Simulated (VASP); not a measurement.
A run of VASP 6.6.1 is set up as follows.

The input INCAR:

```
SYSTEM = WC
PREC = Accurate ; ENCUT = 520
EDIFF = 1E-6 ; ISMEAR = -1
SIGMA = 0.05 ; LREAL = .FALSE.
LASPH = .TRUE. ; NELM = 80
ALGO = Normal ; ISIF = 2
LWAVE = .FALSE. ; LCHARG = .FALSE.
GGA = PS ; NBANDS = 16
```

Contents of KPOINTS:

```
regular mesh
0
G
  13 13 12
  0 0 0
```

Contents of POSCAR:

```
WC
1.0
    2.8424914073      0.0000000000      0.0000000000
   -1.4212457036      2.4616697688      0.0000000000
    0.0000000000      0.0000000000      2.8290000000
W C
1 1
Direct
    0.0000000000      0.0000000000      0.0000000000
    0.6666666667      0.3333333333      0.5000000000
```

Potentials or basis: VASP PAW PBE potentials, release 64 (W_sv, C).

Run with:

```console
$ cat potpaw_PBE.64/W_sv/POTCAR potpaw_PBE.64/C/POTCAR > POTCAR
$ mpirun -np 1 vasp_std > vasp.out
```

(1) Predict the band gap on the k mesh.

(2) Predict the pressure.

Results:

(1) zero (band 9 reaches 12.34 eV, above the bottom of band 10 at 10.95 eV).

(2) 17.8 GPa.

Caveat: the cell differs from its parent crystal (equal xx and yy strain of -2 %); the PAW data sets were made with another functional, which shifts forces and pressure a little; spin-orbit coupling is left out, which moves the levels of the heavy elements.
